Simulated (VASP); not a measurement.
Input of a VASP 6.6.1 run:

INCAR

```
SYSTEM = NbAs
PREC = Accurate
ENCUT = 500
EDIFF = 1E-6
ISMEAR = 0
SIGMA = 0.2
LREAL = .FALSE.
LASPH = .TRUE.
NELM = 120
ALGO = Normal
ISIF = 2
LWAVE = .FALSE.
LCHARG = .TRUE.
GGA = PE
LELF = .TRUE.
LVHAR = .TRUE.
NBANDS = 16
GGA_COMPAT = .FALSE.
```

File KPOINTS:

```
Automatic mesh
0
G
  6 6 6
  0 0 0
```

The input POSCAR:

```
NbAs
1.0
    1.8937594532      1.0933625301      2.9605719264
   -1.8937594532      1.0933625301      2.9605719264
    0.0000000000     -2.1867250602      2.9605719264
Nb As
1 1
Direct
    0.5000000000      0.5000000000      0.5000000000
    0.0000000000      0.0000000000      0.0000000000
```

Potentials or basis: VASP PAW PBE potentials, release 64 (Nb_sv, As).

Command:

```bash
$ cat potpaw_PBE.64/Nb_sv/POTCAR potpaw_PBE.64/As/POTCAR > POTCAR
$ mpirun -np 1 vasp_std > vasp.out
```

Predict the band gap on the k mesh.

zero (band 9 reaches 10.37 eV, above the bottom of band 10 at 8.54 eV).

What does it give for the pressure?

0.0 GPa.

Stress tensor (GPa, compression positive):
```
-0.18  0.00  0.00
 0.00 -0.18  0.00
 0.00  0.00  0.51
```
